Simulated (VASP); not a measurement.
# YMnI5 (P4/mmm) in VASP: single point with PBE

Aim: the single point of YMnI5 with PBE.

All numbers are computed with VASP 6.6.1; they aren't measurements. Logs are shortened: lines on timing, memory, paths and dates and some standing lists are left out, and cuts for length are marked.

### 1 The cell of the first run

It takes space group P4/mmm (No. 123, tetragonal). The conventional cell has a = 5.320 Å, b = 5.320 Å, c = 8.719 Å, α = 90.00°, β = 90.00°, γ = 90.00°. Within 4.9 Å of Y (site symmetry 4/mmm) lie 12 I at 3.76 to 3.77 Å and 2 Mn at 4.36 Å. Mn (site symmetry 4/mmm) has 8 I at 3.15 Å within 4.1 Å. I (site symmetry 4/mmm) has 4 Y at 3.76 Å and 8 I at 3.77 Å within 4.9 Å. I (site symmetry 2mm) has 2 Mn at 3.15 Å and 7 I at 3.37 to 3.77 Å and 2 Y at 3.77 Å within 4.1 Å.

The cell was built from a structure type or drawn by symmetry, and may not be a known phase.

### 2 Single point, PBE, collinear spin, ferromagnetic start

INCAR

```
SYSTEM = YMnI5
ALGO = Fast
EDIFF = 1E-7
ENCUT = 520
GGA = PE
ISIF = 2
ISMEAR = 0
ISPIN = 2
LASPH = .TRUE.
LCHARG = .FALSE.
LMAXMIX = 4
LORBIT = 11
LREAL = .FALSE.
LWAVE = .FALSE.
MAGMOM = 0 4 0 0 0 0 0
NBANDS = 42
NELM = 150
PREC = Accurate
SIGMA = 0.1
```

KPOINTS

```
k-points
0
G
  4 4 2
  0 0 0
```

POSCAR

```
YMnI5
1.0
    5.3196301600      0.0000000000      0.0000000000
    0.0000000000      5.3196301600      0.0000000000
    0.0000000000      0.0000000000      8.7193805300
Y Mn I
1 1 5
Direct
    0.0000000000      0.0000000000      0.0000000000
    0.0000000000      0.0000000000      0.5000000000
    0.5000000000      0.5000000000      0.0000000000
    0.5000000000      0.0000000000      0.6933069800
    0.0000000000      0.5000000000      0.6933069800
    0.5000000000      0.0000000000      0.3066930200
    0.0000000000      0.5000000000      0.3066930200
```

Potentials or basis: VASP PAW PBE potentials, release 64 (Y_sv, Mn_pv, I).

Run with:

```console
> cat potpaw_PBE.64/Y_sv/POTCAR potpaw_PBE.64/Mn_pv/POTCAR potpaw_PBE.64/I/POTCAR > POTCAR
> mpirun -np 1 vasp_std > vasp.out
```

OUTCAR:

```text
SYSTEM = YMnI5
   EDIFF = 1E-7
   ENCUT = 520
   GGA = PE
   ISIF = 2
   ISMEAR = 0
   ISPIN = 2
   LASPH = .TRUE.
   LORBIT = 11
   LREAL = .FALSE.
   NELM = 150
   PREC = Accurate

 ion  position               nearest neighbor table
   1  0.000  0.000  0.000-   3 3.76   3 3.76   3 3.76   3 3.76   7 3.77   4 3.77   5 3.77   7 3.77
                             5 3.77   4 3.77   6 3.77   6 3.77
   2  0.000  0.000  0.500-   4 3.15   5 3.15   6 3.15   7 3.15   5 3.15   7 3.15   4 3.15   6 3.15

   3  0.500  0.500  0.000-   1 3.76   1 3.76   1 3.76   1 3.76
   4  0.500  0.000  0.693-   2 3.15   2 3.15   6 3.37   1 3.77   1 3.77
   5  0.000  0.500  0.693-   2 3.15   2 3.15   7 3.37   1 3.77   1 3.77
   6  0.500  0.000  0.307-   2 3.15   2 3.15   4 3.37   1 3.77   1 3.77
   7  0.000  0.500  0.307-   2 3.15   2 3.15   5 3.37   1 3.77   1 3.77

  LATTYP: Found a simple tetragonal cell.
 ALAT       =     5.3196301600
 C/A-ratio  =     1.6390952506

  Lattice vectors:

 A1 = (   5.3196301600,   0.0000000000,   0.0000000000)
 A2 = (   0.0000000000,   5.3196301600,   0.0000000000)
 A3 = (   0.0000000000,   0.0000000000,   8.7193805300)

Analysis of symmetry for initial positions (statically):
=====================================================================
 Subroutine PRICEL returns:
 Original cell was already a primitive cell.

 Routine SETGRP: Setting up the symmetry group for a
 simple tetragonal supercell.

 Subroutine GETGRP returns: Found 16 space group operations
 (whereof 16 operations were pure point group operations)
 out of a pool of 16 trial point group operations.

The static configuration has the point symmetry D_4h.

Analysis of symmetry for dynamics (positions and initial velocities):
=====================================================================
 Subroutine PRICEL returns:
 Original cell was already a primitive cell.

 Routine SETGRP: Setting up the symmetry group for a
 simple tetragonal supercell.

 Subroutine GETGRP returns: Found 16 space group operations
 (whereof 16 operations were pure point group operations)
 out of a pool of 16 trial point group operations.

The dynamic configuration has the point symmetry D_4h.

Analysis of structural, dynamic, and magnetic symmetry:
=====================================================================
 Subroutine PRICEL returns:
 Original cell was already a primitive cell.

 Routine SETGRP: Setting up the symmetry group for a
 simple tetragonal supercell.

 Subroutine GETGRP returns: Found 16 space group operations
 (whereof 16 operations were pure point group operations)
 out of a pool of 16 trial point group operations.

The overall configuration has the point symmetry D_4h.

 Subroutine INISYM returns: Found 16 space group operations
 (whereof 16 operations are pure point group operations),
 and found     1 'primitive' translations

----------------------------------------------------------------------------------------

                                     Primitive cell

  volume of cell :     246.7451

  direct lattice vectors                    reciprocal lattice vectors
     5.319630160  0.000000000  0.000000000     0.187982993  0.000000000  0.000000000
     0.000000000  5.319630160  0.000000000     0.000000000  0.187982993  0.000000000
     0.000000000  0.000000000  8.719380530     0.000000000  0.000000000  0.114687046

  length of vectors
     5.319630160  5.319630160  8.719380530     0.187982993  0.187982993  0.114687046

  position of ions in fractional coordinates (direct lattice)
     0.000000000  0.000000000  0.000000000
     0.000000000  0.000000000  0.500000000
     0.500000000  0.500000000  0.000000000
     0.500000000  0.000000000  0.693306980
     0.000000000  0.500000000  0.693306980
     0.500000000  0.000000000  0.306693020
     0.000000000  0.500000000  0.306693020

[... 49 lines left out ...]
  0.500000  0.500000  0.500000      1.000000
   k-points           NKPTS =     12   k-points in BZ     NKDIM =     12   number of bands    NBANDS=     42
   number of dos      NEDOS =    301   number of ions     NIONS =      7
   total plane-waves  NPLWV = 112000
   dimension x,y,z NGX =    40 NGY =   40 NGZ =   70
   dimension x,y,z NGXF=    80 NGYF=   80 NGZF=  140
   ions per type =               1   1   5
   NGX,Y,Z   is equivalent  to a cutoff of  12.50, 12.50, 13.35 a.u.
   NGXF,Y,Z  is equivalent  to a cutoff of  25.00, 25.00, 26.69 a.u.
 SYSTEM =  YMnI5
   PREC   = accura    normal or accurate (medium, high low for compatibility)
   ISTART =      0    job   : 0-new  1-cont  2-samecut
   ICHARG =      2    charge: 1-file 2-atom 10-const
   ISPIN  =      2    spin polarized calculation?
   LNONCOLLINEAR =      F non collinear calculations
   LSORBIT =      F    spin-orbit coupling
   LASPH  =      T    aspherical Exc in radial PAW
   ENCUT  =  520.0 eV  38.22 Ry    6.18 a.u.   9.89  9.89 16.21*2*pi/ulx,y,z
   NELM   =    150;   NELMIN=  2; NELMDL= -5     # of ELM steps
   EDIFF  = 0.1E-06   stopping-criterion for ELM
   LREAL  =      F    real-space projection
   EDIFFG = 0.1E-05   stopping-criterion for IOM
   NSW    =      0    number of steps for IOM
   IBRION =     -1    ionic relax: 0-MD 1-quasi-New 2-CG
   NFREE  =      0    steps in history (QN), initial steepest desc. (CG)
   ISIF   =      2    stress and relaxation
   ISYM   =      2    0-nonsym 1-usesym 2-fastsym
   POTIM  = 0.5000    time-step for ionic-motion
   TEBEG  =    0.0;   TEEND  =   0.0 temperature during run
   PSTRESS=    0.0 pullay stress
   NELECT =      59.0000    total number of electrons
   NUPDOWN=      -1.0000    fix difference up-down
   EMIN   =  10.00;   EMAX   =-10.00  energy-range for DOS
   EFERMI =   0.00;   METHOD = LEGACY
   ISMEAR =     0;   SIGMA  =   0.10  broadening in eV -4-tet -1-fermi 0-gaus
   EFERMI_NEDOS =   21; number of points for ismear=-14 and -15
   IALGO  =     68    algorithm
   IMIX   =      4    mixing-type and parameters
     AMIX     =   0.40;   BMIX     =  1.00
     AMIX_MAG =   1.60;   BMIX_MAG =  1.00
  volume/ion in A,a.u.               =      35.25       237.87
  Fermi-wavevector in a.u.,A,eV,Ry     =   1.016115  1.920178 14.047862  1.032489
  Thomas-Fermi vector in A             =   2.149440
   LORBIT       =     11    0 simple, 1 ext, 2 COOP (PROOUT), +10 PAW based schemes
   GGA     = PE    functional components
   LHFCALC =     F    Hartree Fock is set to
   AEXX    =    0.0000 exact exchange contribution
   IVDW    =     0    specifies the selected vdW correction
   LEPSILON=     F    determine dielectric tensor
   LRPA    =     F    only Hartree local field effects (RPA)
 spin polarized calculation
 RMM-DIIS sequential band-by-band and
 Gauss-broadening in eV      SIGMA  =   0.10
  energy-cutoff  :      520.00
  volume of cell :      246.75
 maximum number of plane-waves:      6680
 NGX is ok and might be reduce to    40
   NGX = 19   NGY = 19   NGZ = 33

 number of electron      59.0000023 magnetization       5.0103490

 Free energy of the ion-electron system (eV)
  ---------------------------------------------------
  ext. energy  EPLUGINS =         0.00000000
  ---------------------------------------------------
  free energy    TOTEN  =       -24.32995341 eV

  energy without entropy =      -24.32571555  energy(sigma->0) =      -24.32783448

 E-fermi :   4.3859     XC(G=0):  -8.7974

 val. band max:        4.2983482249   @ k =   0.5000   0.0000   0.0000
 cond. band min:       4.4390359389   @ k =   0.5000   0.5000   0.5000
 fundamental gap:      0.1406877140
 Fermi energy:         4.3858663198

 spin component 1

 k-point     1 :       0.0000    0.0000    0.0000
  band No.  band energies     occupation
      1     -46.7629      1.00000
      2     -46.7561      1.00000
      3     -46.7561      1.00000
      4     -41.1602      1.00000
      5     -20.9911      1.00000
      6     -20.9832      1.00000
[... 517 lines left out ...]
     40       9.5099      0.00000
     41       9.5105      0.00000
 Fermi energy:         4.3858663198

 spin component 2

 k-point     1 :       0.0000    0.0000    0.0000
  band No.  band energies     occupation
      1     -42.1438      1.00000
      2     -42.1106      1.00000
      3     -42.1106      1.00000
      4     -41.1252      1.00000
      5     -20.9477      1.00000
      6     -20.9400      1.00000
[... 517 lines left out ...]
     40       9.9907      0.00000
     41       9.9921      0.00000
 [bands above 41 left out]

------------------------ aborting loop because EDIFF is reached ----------------------------------------

  FORCE on cell =-STRESS in cart. coord.  units (eV):
  Direction    XX          YY          ZZ          XY          YZ          ZX
  --------------------------------------------------------------------------------------
  -------------------------------------------------------------------------------------
  Total       -3.5083714     -3.5083714      2.2404406      0.0000000      0.0000000      0.0000000
  in kB      -22.7807297    -22.7807297     14.5477394      0.0000000      0.0000000      0.0000000
  external PRESSURE =     -10.3379067 kB  Pullay stress =       0.0000000 kB

 VOLUME and BASIS-vectors are now :
 -----------------------------------------------------------------------------
  energy-cutoff  :      520.00
  volume of cell :      246.75
      direct lattice vectors                 reciprocal lattice vectors
     5.319630160  0.000000000  0.000000000     0.187982993  0.000000000  0.000000000
     0.000000000  5.319630160  0.000000000     0.000000000  0.187982993  0.000000000
     0.000000000  0.000000000  8.719380530     0.000000000  0.000000000  0.114687046

 POSITION                                       TOTAL-FORCE (eV/Angst)
 -----------------------------------------------------------------------------------
      0.00000      0.00000      0.00000         0.000000      0.000000      0.000000
      0.00000      0.00000      4.35969         0.000000      0.000000      0.000000
      2.65982      2.65982      0.00000         0.000000      0.000000      0.000000
      2.65982      0.00000      6.04521         0.000000     -0.000000      0.721715
      0.00000      2.65982      6.04521         0.000000     -0.000000      0.721715
      2.65982      0.00000      2.67417         0.000000      0.000000     -0.721715
      0.00000      2.65982      2.67417        -0.000000     -0.000000     -0.721715
 -----------------------------------------------------------------------------------
    total drift:                                0.000000     -0.000000      0.000000

  FREE ENERGIE OF THE ION-ELECTRON SYSTEM (eV)
  ---------------------------------------------------
  free  energy   TOTEN  =       -24.3299534084 eV

  energy  without entropy=      -24.3257155522  energy(sigma->0) =      -24.32783448

 total charge

# of ion       s       p       d       f       tot
--------------------------------------------------
    1        2.115   6.026   0.605   0.012   8.757
    2        0.176   6.082   4.918   0.000  11.177
    3        1.518   2.755   0.014   0.000   4.287
    4        1.524   2.745   0.020   0.000   4.288
    5        1.524   2.745   0.020   0.000   4.288
    6        1.524   2.745   0.020   0.000   4.288
    7        1.524   2.745   0.020   0.000   4.288
--------------------------------------------------
tot          9.903  25.841   5.616   0.012  41.371

 magnetization (x)

# of ion       s       p       d       f       tot
--------------------------------------------------
    1        0.008   0.008   0.054   0.001   0.070
    2        0.040   0.018   4.288   0.000   4.346
    3        0.001   0.014   0.000   0.000   0.016
    4        0.006   0.031   0.001   0.000   0.038
    5        0.006   0.031   0.001   0.000   0.038
    6        0.006   0.031   0.001   0.000   0.038
    7        0.006   0.031   0.001   0.000   0.038
--------------------------------------------------
tot          0.071   0.165   4.348   0.001   4.584
```

Run time: 3.5 min. Hardware: 1 thread of Intel Xeon 6975P-C (Granite Rapids), shared host; peak memory 0.54 GiB.

What came out:

| Item | Value |
| --- | --- |
| Free energy | -24.3300 eV |
| Pressure | -1.0 GPa |
| Largest force | 0.722 eV/Å |
| Band gap on the k mesh | zero (filled and empty bands overlap) |
| Net moment | 5.01 μB per cell |
| Site moments | Y +0.07; Mn +4.35; I +0.02, +0.04 (each value once) μB |
| Valence electrons inside the program's atomic spheres | Y 8.76; Mn 11.18; I 4.29 |

Forces on the atoms (eV/Å):
```
Y    0.000  0.000  0.000
Mn   0.000  0.000  0.000
I    0.000  0.000  0.000
I    0.000  0.000  0.722
I    0.000  0.000  0.722
I    0.000  0.000 -0.722
I    0.000  0.000 -0.722
```

Levels at points of the mesh, in eV from the Fermi level:
Spin up:
```csv
k point,band 30,band 31,band 32,band 33,band 34,band 35
"(0.00, 0.00, 0.00)",-0.62,-0.62,-0.54,-0.43,0.38,0.47
"(0.50, 0.00, 0.00)",-1.41,-1.40,-0.12,0.56,1.14,1.21
"(0.50, 0.50, 0.00)",-0.59,-0.35,-0.34,0.08,0.76,0.78
"(0.00, 0.00, 0.50)",-1.18,-0.39,-0.39,0.17,0.24,0.47
"(0.50, 0.00, 0.50)",-1.13,-0.66,-0.57,0.75,1.01,1.07
"(0.50, 0.50, 0.50)",-0.14,-0.14,0.05,0.52,0.81,0.98
```
Spin down:
```tsv
k point	band 23	band 24	band 25	band 26	band 27	band 28	band 29	band 30	band 31	band 32
(0.00, 0.00, 0.00)	-0.89	-0.79	-0.79	-0.68	-0.39	-0.30	0.38	0.46	0.47	0.59
(0.50, 0.00, 0.00)	-1.77	-1.69	-1.68	-1.36	-0.09	0.19	0.61	0.70	0.81	0.91
(0.50, 0.50, 0.00)	-1.71	-0.70	-0.57	-0.31	-0.19	0.13	0.54	0.59	0.59	0.71
(0.00, 0.00, 0.50)	-1.31	-1.13	-1.13	-0.49	-0.49	0.26	0.29	0.51	0.60	0.81
(0.50, 0.00, 0.50)	-1.82	-1.61	-1.10	-0.64	-0.53	0.46	0.81	0.86	0.88	1.09
(0.50, 0.50, 0.50)	-0.74	-0.47	-0.47	-0.29	0.10	0.44	0.59	0.85	0.93	0.93
```

Caveat: the k points lie up to 0.36 Å⁻¹ apart, too coarse for converged energies and pressures of a metal; spin-orbit coupling is left out, which moves the levels of the heavy elements; semilocal functionals often make such compounds metallic where correlation or magnetic order opens a gap, which also shifts bond lengths.
